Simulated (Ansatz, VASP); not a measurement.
This is a calculation of WS2 for Ansatz 0.2.0.

Contents of input.yaml:

```yaml
crystal:
  lattice:
    - [3.2010602164, 0.0, 0.0]
    - [-1.6005301082, 2.7721994664, 0.0]
    - [0.0, 0.0, 12.5827838695]
  atoms:
    - { symbol: W, position: [0.6666666667, 0.3333333333, 0.75] }
    - { symbol: W, position: [0.3333333333, 0.6666666667, 0.25] }
    - { symbol: S, position: [0.6666666667, 0.3333333333, 0.375] }
    - { symbol: S, position: [0.3333333333, 0.6666666667, 0.875] }
    - { symbol: S, position: [0.6666666667, 0.3333333333, 0.125] }
    - { symbol: S, position: [0.3333333333, 0.6666666667, 0.625] }
hamiltonian:
  xc: pbe
  pseudopotentials: { kind: paw }
  dispersion: d3bj
kpoints:
  mp_grid: { grid: [10, 10, 3] }
scf:
  occupations: { method: fermi_dirac, width: 0.05 }
output:
  forces: true
  stress: true
  eigenvalues: true
```

Potentials or basis: Ansatz PAW.

Run with:

```bash
$ ansatz run input.yaml --threads 2 --pin off --max-ram 5120MiB --backend cpu --events-out ev --progress --plain --runs-dir out
```

Question: Set up the same calculation for VASP 6.6.1. Potentials there: VASP PAW PBE potentials, release 64 (W_sv, S).

Answer: As run (the cutoff follows the program's own potentials):

Contents of INCAR:

```
  PREC = Accurate
  ENCUT = 520
  EDIFF = 1E-7
  ISMEAR = -1
  SIGMA = 0.05
  LREAL = F
  LASPH = T
  NELM = 80
  ALGO = Normal
  ISIF = 2
  LWAVE = F
  LCHARG = F
  GGA = PE
  IVDW = 12
  NBANDS = 35
```

KPOINTS

```
Automatic mesh
0
Gamma
  10 10 3
```

File POSCAR:

```
WS2
1.0
    3.2010602164      0.0000000000      0.0000000000
   -1.6005301082      2.7721994664      0.0000000000
    0.0000000000      0.0000000000     12.5827838695
W S
2 4
Direct
    0.6666666667      0.3333333333      0.7500000000
    0.3333333333      0.6666666667      0.2500000000
    0.6666666667      0.3333333333      0.3750000000
    0.3333333333      0.6666666667      0.8750000000
    0.6666666667      0.3333333333      0.1250000000
    0.3333333333      0.6666666667      0.6250000000
```

Potentials or basis: VASP PAW PBE potentials, release 64 (W_sv, S).

Command:

```bash
$ cat potpaw_PBE.64/W_sv/POTCAR potpaw_PBE.64/S/POTCAR > POTCAR
$ mpirun -np 1 vasp_std > vasp.out
```

Both were run:

|  | VASP | Ansatz | Ansatz less VASP |
| --- | --- | --- | --- |
| gap on the k mesh at the Fermi level (eV) | 1.15 | 1.14 | -0.015 |
| least direct gap on the mesh (eV) | 2.03 | 2.03 | -0.002 |
| pressure (GPa) | -4.5 | -4.5 | +0.04 |
| traceless stress, the component that is largest in VASP (GPa) | 0.98 | 0.98 | -0.001 |
| rms of the force components (eV/Å) | 0.095 | 0.096 | +0.0013 |

Atom by atom the forces differ by 0.001 eV/Å (rms over components).

Neither program's run includes spin-orbit coupling. Noted on Ansatz's run: odd divisions of the mesh miss points on the zone boundary, where band edges often lie, so the gap on the mesh can be too wide.
